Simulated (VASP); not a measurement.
# Mo (I4/mmm) in VASP: further runs

Mo is run at these levels: PBE; tasks: single point.

Everything below comes from runs of VASP 6.6.1. Logs are shortened: lines on timing, memory, paths and dates and some standing lists are left out, and cuts for length are marked.

### Step 1. The cell of the first run

Symmetry: I4/mmm, No. 139, tetragonal system. The conventional cell has a = 3.114 Å, b = 3.114 Å, c = 3.350 Å, α = 90.00°, β = 90.00°, γ = 90.00°. Mo (site symmetry 4/mmm) has 14 Mo at 2.77 to 3.35 Å within 3.6 Å.

### Step 2. Single point, PBE (uniaxial strain along c: +6.0 %, then relaxed in part)

The input, INCAR:

```
SYSTEM = Mo
PREC = Accurate
ENCUT = 520
EDIFF = 1E-6
ISMEAR = 0
SIGMA = 0.1
LREAL = .FALSE.
LASPH = .TRUE.
NELM = 100
ALGO = Fast
ISIF = 2
LWAVE = .FALSE.
LCHARG = .FALSE.
GGA = PE
NBANDS = 21
```

The input, KPOINTS:

```
Automatic mesh
0
G
  16 16 16
  0 0 0
```

The input, POSCAR:

```
Mo
1.0
    3.1137945827      0.0000000000      0.0000000000
    0.0000000000      3.1137945827      0.0000000000
    0.0000000000      0.0000000000      3.3502383168
Mo
2
Direct
    0.0000000000      0.0000000000      0.0000000000
    0.5000000000      0.5000000000      0.5000000000
```

Potentials or basis: VASP PAW PBE potentials, release 64 (Mo_sv).

Command:

```bash
cat potpaw_PBE.64/Mo_sv/POTCAR > POTCAR
mpirun -np 1 vasp_std > vasp.out
```

OUTCAR:

```text
SYSTEM = Mo
   PREC = Accurate
   ENCUT = 520
   EDIFF = 1E-6
   ISMEAR = 0
   LREAL = .FALSE.
   LASPH = .TRUE.
   NELM = 100
   ISIF = 2
   GGA = PE

 ion  position               nearest neighbor table
   1  0.000  0.000  0.000-   2 2.77   2 2.77   2 2.77   2 2.77   2 2.77   2 2.77   2 2.77   2 2.77

   2  0.500  0.500  0.500-   1 2.77   1 2.77   1 2.77   1 2.77   1 2.77   1 2.77   1 2.77   1 2.77

  LATTYP: Found a simple tetragonal cell.
 ALAT       =     3.1137945827
 C/A-ratio  =     1.0759342750

  Lattice vectors:

 A1 = (   3.1137945827,   0.0000000000,   0.0000000000)
 A2 = (   0.0000000000,   3.1137945827,   0.0000000000)
 A3 = (   0.0000000000,   0.0000000000,   3.3502383168)

Analysis of symmetry for initial positions (statically):
=====================================================================
 Subroutine PRICEL returns following result:

  LATTYP: Found a body centered tetragonal cell.
 ALAT       =     3.1137945827
 C/A-ratio  =     1.0759342750

  Lattice vectors:

 A1 = (  -1.5568972914,  -1.5568972914,  -1.6751191584)
 A2 = (   1.5568972914,   1.5568972914,  -1.6751191584)
 A3 = (   1.5568972914,  -1.5568972914,   1.6751191584)

   2 primitive cells build up your supercell.

 Routine SETGRP: Setting up the symmetry group for a
 simple tetragonal supercell.

 Subroutine GETGRP returns: Found 16 space group operations
 (whereof 16 operations were pure point group operations)
 out of a pool of 16 trial point group operations.

The static configuration has the point symmetry D_4h.

Analysis of symmetry for dynamics (positions and initial velocities):
=====================================================================
 Subroutine PRICEL returns following result:

  LATTYP: Found a body centered tetragonal cell.
 ALAT       =     3.1137945827
 C/A-ratio  =     1.0759342750

  Lattice vectors:

 A1 = (  -1.5568972914,  -1.5568972914,  -1.6751191584)
 A2 = (   1.5568972914,   1.5568972914,  -1.6751191584)
 A3 = (   1.5568972914,  -1.5568972914,   1.6751191584)

   2 primitive cells build up your supercell.

 Routine SETGRP: Setting up the symmetry group for a
 simple tetragonal supercell.

 Subroutine GETGRP returns: Found 16 space group operations
 (whereof 16 operations were pure point group operations)
 out of a pool of 16 trial point group operations.

The dynamic configuration has the point symmetry D_4h.

 Subroutine INISYM returns: Found 16 space group operations
 (whereof 16 operations are pure point group operations),
 and found     2 'primitive' translations

----------------------------------------------------------------------------------------

                                     Primitive cell

  volume of cell :      16.2415

  direct lattice vectors                    reciprocal lattice vectors
    -1.556897291 -1.556897291 -1.675119158     0.000000000 -0.321151564 -0.298486229
     1.556897291  1.556897291 -1.675119158     0.321151564  0.000000000 -0.298486229
     1.556897291 -1.556897291  1.675119158     0.321151564 -0.321151564  0.000000000

  length of vectors
     2.766565117  2.766565117  2.766565117     0.438443104  0.438443104  0.454176897

  position of ions in fractional coordinates (direct lattice)
     0.000000000  0.000000000  0.000000000

  ion indices of the primitive-cell ions
   primitive index   ion index
                 1           1

----------------------------------------------------------------------------------------

 KPOINTS: Automatic mesh

Automatic generation of k-mesh.
 Grid dimensions read from file:
 generate k-points for:   16   16   16

 Generating k-lattice:

  Cartesian coordinates                     Fractional coordinates (reciprocal lattice)
     0.020071973  0.000000000  0.000000000     0.062500000  0.000000000  0.000000000
     0.000000000  0.020071973  0.000000000     0.000000000  0.062500000  0.000000000
     0.000000000  0.000000000  0.018655389     0.000000000  0.000000000  0.062500000

  Length of vectors
     0.020071973  0.020071973  0.018655389

  Shift w.r.t. Gamma in fractional coordinates (k-lattice)
     0.000000000  0.000000000  0.000000000

 Subroutine IBZKPT returns following result:
 ===========================================

 Found    405 irreducible k-points:

 Following reciprocal coordinates:
            Coordinates               Weight
  0.000000  0.000000  0.000000      1.000000
  0.062500  0.000000  0.000000      4.000000
  0.125000  0.000000  0.000000      4.000000
  0.187500  0.000000  0.000000      4.000000
  0.250000  0.000000  0.000000      4.000000
  0.312500  0.000000  0.000000      4.000000
[... 16 lines left out ...]
  0.437500  0.125000  0.000000      8.000000
  0.500000  0.125000  0.000000      4.000000
 [... further k-points ...]
   k-points           NKPTS =    405   k-points in BZ     NKDIM =    405   number of bands    NBANDS=     21
   number of dos      NEDOS =    301   number of ions     NIONS =      2
   total plane-waves  NPLWV =  16128
   dimension x,y,z NGX =    24 NGY =   24 NGZ =   28
   dimension x,y,z NGXF=    48 NGYF=   48 NGZF=   56
   ions per type =               2
   NGX,Y,Z   is equivalent  to a cutoff of  12.81, 12.81, 13.89 a.u.
   NGXF,Y,Z  is equivalent  to a cutoff of  25.63, 25.63, 27.79 a.u.
 SYSTEM =  Mo
   PREC   = accura    normal or accurate (medium, high low for compatibility)
   ISTART =      0    job   : 0-new  1-cont  2-samecut
   ICHARG =      2    charge: 1-file 2-atom 10-const
   ISPIN  =      1    spin polarized calculation?
   LNONCOLLINEAR =      F non collinear calculations
   LSORBIT =      F    spin-orbit coupling
   LASPH  =      T    aspherical Exc in radial PAW
   ENCUT  =  520.0 eV  38.22 Ry    6.18 a.u.   5.79  5.79  6.23*2*pi/ulx,y,z
   NELM   =    100;   NELMIN=  2; NELMDL= -5     # of ELM steps
   EDIFF  = 0.1E-05   stopping-criterion for ELM
   LREAL  =      F    real-space projection
   EDIFFG = 0.1E-04   stopping-criterion for IOM
   NSW    =      0    number of steps for IOM
   IBRION =     -1    ionic relax: 0-MD 1-quasi-New 2-CG
   NFREE  =      0    steps in history (QN), initial steepest desc. (CG)
   ISIF   =      2    stress and relaxation
   ISYM   =      2    0-nonsym 1-usesym 2-fastsym
   POTIM  = 0.5000    time-step for ionic-motion
   TEBEG  =    0.0;   TEEND  =   0.0 temperature during run
   PSTRESS=    0.0 pullay stress
   NELECT =      28.0000    total number of electrons
   NUPDOWN=      -1.0000    fix difference up-down
   EMIN   =  10.00;   EMAX   =-10.00  energy-range for DOS
   EFERMI =   0.00;   METHOD = LEGACY
   ISMEAR =     0;   SIGMA  =   0.10  broadening in eV -4-tet -1-fermi 0-gaus
   EFERMI_NEDOS =   21; number of points for ismear=-14 and -15
   IALGO  =     68    algorithm
   IMIX   =      4    mixing-type and parameters
     AMIX     =   0.40;   BMIX     =  1.00
     AMIX_MAG =   1.60;   BMIX_MAG =  1.00
  volume/ion in A,a.u.               =      16.24       109.60
  Fermi-wavevector in a.u.,A,eV,Ry     =   1.558029  2.944249 33.027537  2.427455
  Thomas-Fermi vector in A             =   2.661593
   LORBIT       =      0    0 simple, 1 ext, 2 COOP (PROOUT), +10 PAW based schemes
   GGA     = PE    functional components
   LHFCALC =     F    Hartree Fock is set to
   AEXX    =    0.0000 exact exchange contribution
   IVDW    =     0    specifies the selected vdW correction
   LEPSILON=     F    determine dielectric tensor
   LRPA    =     F    only Hartree local field effects (RPA)
 non-spin polarized calculation
 RMM-DIIS sequential band-by-band and
 Gauss-broadening in eV      SIGMA  =   0.10
  energy-cutoff  :      520.00
  volume of cell :       32.48
 maximum number of plane-waves:       896
 NGX is ok and might be reduce to    24
   NGX = 11   NGY = 11   NGZ = 13

 number of electron      27.9999995 magnetization

 Free energy of the ion-electron system (eV)
  ---------------------------------------------------
  ext. energy  EPLUGINS =         0.00000000
  ---------------------------------------------------
  free energy    TOTEN  =       -21.75772505 eV

  energy without entropy =      -21.74992669  energy(sigma->0) =      -21.75382587

 E-fermi :  11.9953     XC(G=0): -13.1747

 val. band max:       11.9924664612   @ k =   0.5000   0.0000   0.1875
 cond. band min:      11.9959911006   @ k =   0.4375   0.0000   0.1875
 fundamental gap:      0.0035246393
 Fermi energy:        11.9953302780

 k-point     1 :       0.0000    0.0000    0.0000
  band No.  band energies     occupation
      1     -49.2860      2.00000
      2     -48.9041      2.00000
      3     -23.6159      2.00000
      4     -23.4230      2.00000
      5     -23.4230      2.00000
      6     -22.6451      2.00000
[... 13 lines left out ...]
     20      19.5277      0.00000
     21      21.4015      0.00000

 k-point     2 :       0.0625    0.0000    0.0000
  band No.  band energies     occupation
      1     -49.2816      2.00000
      2     -48.9069      2.00000
      3     -23.6062      2.00000
      4     -23.4265      2.00000
      5     -23.4149      2.00000
      6     -22.6539      2.00000
[... 13 lines left out ...]
     20      19.9571      0.00000
     21      21.1390      0.00000

 k-point     3 :       0.1250    0.0000    0.0000
  band No.  band energies     occupation
      1     -49.2685      2.00000
      2     -48.9154      2.00000
      3     -23.5774      2.00000
      4     -23.4355      2.00000
      5     -23.3908      2.00000
      6     -22.7068      2.00000
[... 13 lines left out ...]
     20      20.4518      0.00000
     21      20.9657      0.00000

 k-point     4 :       0.1875    0.0000    0.0000
  band No.  band energies     occupation
      1     -49.2474      2.00000
      2     -48.9295      2.00000
      3     -23.5307      2.00000
      4     -23.4460      2.00000
      5     -23.3518      2.00000
      6     -22.7925      2.00000
[... 13 lines left out ...]
     20      19.5382      0.00000
     21      22.2394      0.00000

 k-point     5 :       0.2500    0.0000    0.0000
  band No.  band energies     occupation
      1     -49.2197      2.00000
      2     -48.9491      2.00000
      3     -23.4682      2.00000
      4     -23.4523      2.00000
      5     -23.2998      2.00000
      6     -22.8989      2.00000
[... 13 lines left out ...]
     20      18.5615      0.00000
     21      23.6479      0.00000

 k-point     6 :       0.3125    0.0000    0.0000
  band No.  band energies     occupation
      1     -49.1867      2.00000
      2     -48.9739      2.00000
      3     -23.4480      2.00000
      4     -23.3923      2.00000
      5     -23.2368      2.00000
      6     -23.0149      2.00000
[... 13 lines left out ...]
     20      17.6340      0.00000
     21      25.1294      0.00000

 k-point     7 :       0.3750    0.0000    0.0000
  band No.  band energies     occupation
      1     -49.1502      2.00000
      2     -49.0035      2.00000
      3     -23.4270      2.00000
      4     -23.3063      2.00000
      5     -23.1658      2.00000
      6     -23.1297      2.00000
[... 13 lines left out ...]
     20      16.8316      0.00000
     21      26.6603      0.00000
[... 291 lines left out ...]
      1     -49.2061      2.00000
      2     -48.9560      2.00000
      3     -23.5365      2.00000
      4     -23.4390      2.00000
      5     -23.2097      2.00000
      6     -23.0324      2.00000
[... 13 lines left out ...]
     20      19.3089      0.00000
     21      23.8060      0.00000

 k-point    21 :       0.3125    0.1250    0.0000
  band No.  band energies     occupation
      1     -49.1752      2.00000
      2     -48.9785      2.00000
      3     -23.5435      2.00000
      4     -23.3681      2.00000
      5     -23.1494      2.00000
      6     -23.1431      2.00000
[... 13 lines left out ...]
     20      18.2438      0.00000
     21      24.9085      0.00000

 k-point    22 :       0.3750    0.1250    0.0000
  band No.  band energies     occupation
      1     -49.1411      2.00000
      2     -49.0056      2.00000
      3     -23.5322      2.00000
      4     -23.2880      2.00000
      5     -23.2618      2.00000
      6     -23.0716      2.00000
[... 13 lines left out ...]
     20      17.2609      0.00000
     21      25.6717      0.00000

 k-point    23 :       0.4375    0.1250    0.0000
  band No.  band energies     occupation
      1     -49.1055      2.00000
      2     -49.0364      2.00000
      3     -23.4988      2.00000
      4     -23.3614      2.00000
      5     -23.2019      2.00000
      6     -23.0263      2.00000
[... 13 lines left out ...]
     20      16.4167      0.00000
     21      25.9603      0.00000

 k-point    24 :       0.5000    0.1250    0.0000
  band No.  band energies     occupation
      1     -49.0701      2.00000
      2     -49.0701      2.00000
      3     -23.4416      2.00000
      4     -23.4416      2.00000
      5     -23.1135      2.00000
      6     -23.1135      2.00000
[... 13 lines left out ...]
     20      15.7381      0.00000
     21      26.1714      0.00000

 [... further k-points ...]
[... 5 lines left out ...]
  --------------------------------------------------------------------------------------
  -------------------------------------------------------------------------------------
  Total        0.0908783      0.0908783     -3.7059369      0.0000000      0.0000000      0.0000000
  in kB        4.4824457      4.4824457   -182.7902330      0.0000000      0.0000000      0.0000000
  external PRESSURE =     -57.9417805 kB  Pullay stress =       0.0000000 kB

 VOLUME and BASIS-vectors are now :
 -----------------------------------------------------------------------------
  energy-cutoff  :      520.00
  volume of cell :       32.48
      direct lattice vectors                 reciprocal lattice vectors
     3.113794583  0.000000000  0.000000000     0.321151564  0.000000000  0.000000000
     0.000000000  3.113794583  0.000000000     0.000000000  0.321151564  0.000000000
     0.000000000  0.000000000  3.350238317     0.000000000  0.000000000  0.298486229

 POSITION                                       TOTAL-FORCE (eV/Angst)
 -----------------------------------------------------------------------------------
      0.00000      0.00000      0.00000        -0.000000     -0.000000     -0.000000
      1.55690      1.55690      1.67512         0.000000      0.000000      0.000000
 -----------------------------------------------------------------------------------
    total drift:                                0.000000      0.000000     -0.000000

  FREE ENERGIE OF THE ION-ELECTRON SYSTEM (eV)
  ---------------------------------------------------
  free  energy   TOTEN  =       -21.7577250476 eV

  energy  without entropy=      -21.7499266872  energy(sigma->0) =      -21.75382587
```

Run time: 99 s. Hardware: 1 thread of Intel Xeon Platinum 8559C (Emerald Rapids), shared host; peak memory 0.31 GiB.

What came out:

| Quantity | Value |
| --- | --- |
| Free energy | -21.7577 eV |
| Pressure | -5.8 GPa |
| Band gap on the k mesh | zero (bands 14 and 15 overlap by 2.61 eV) |

Caveat: the cell differs from its parent crystal (uniaxial strain along c: +6.0 %, then relaxed in part); the cell stands under tension.

(Part 1 of 2 ends here.)
